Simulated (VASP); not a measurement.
Wanted: the native input for a VASP 6.6.1 run.

| Property | Result |
| --- | --- |
| Task | single point |
| Functional | PBEsol |
| Potentials or basis | VASP PAW PBE potentials, release 64 (Al, Ru_pv) |
| Cutoff | 520 eV |
| k mesh | 18 × 18 × 18 |
| Occupations | gaussian, width 0.15 eV |
| Spin | no spin polarisation |
| Dipole correction | no |
| Further INCAR settings | ALGO = Fast; EDIFF = 1e-07; NBANDS = 16 |

The structure of AlRu lies in POSCAR:

```
AlRu
1.0
    3.4535499281      0.0000000000      0.0000000000
    0.0000000000      3.4535499281      0.0000000000
    0.0000000000      0.0000000000      2.2448074533
Al Ru
1 1
Direct
    0.0000000000      0.0000000000      0.0000000000
    0.5000000000      0.5000000000      0.5000000000
```

This cell differs from its parent crystal: ratio of the length along z to the lengths across it x 0.65, volume and fractional coordinates fixed.

These files were run (other wordings do the same):

INCAR

```
SYSTEM = AlRu
PREC     = Accurate       ! precision mode
ENCUT    = 520            ! plane-wave cutoff, eV
EDIFF    = 1E-7           ! SCF threshold, eV
ISMEAR   = 0              ! smearing method
SIGMA    = 0.15           ! smearing width, eV
LREAL    = .False.        ! projectors in reciprocal space
LASPH    = .True.         ! aspherical terms in the spheres
NELM     = 60             ! most SCF steps
ALGO     = Fast           ! electronic algorithm
ISIF     = 2              ! what is computed and relaxed
LWAVE    = .False.        ! write WAVECAR
LCHARG   = .True.         ! write CHGCAR
GGA      = PS             ! functional
LELF     = .True.         ! ELF
LVHAR    = .True.       
NBANDS   = 16             ! bands
```

KPOINTS

```
regular mesh
0
Gamma
  18 18 18
  0 0 0
```

Potentials or basis: VASP PAW PBE potentials, release 64 (Al, Ru_pv).

The run is started by

```bash
$ cat potpaw_PBE.64/Al/POTCAR potpaw_PBE.64/Ru_pv/POTCAR > POTCAR
$ mpirun -np 1 vasp_std > vasp.out
```

It gave:

| Quantity | Value |
| --- | --- |
| Pressure | 29.8 GPa |

Caveat: the PAW data sets were made with another functional, which shifts forces and pressure a little.

It took 2.1 min on 1 thread of Intel(R) Xeon(R) Platinum 8375C CPU @ 2.90GHz (Ice Lake), with other jobs on the host, peak memory 0.33 GiB.
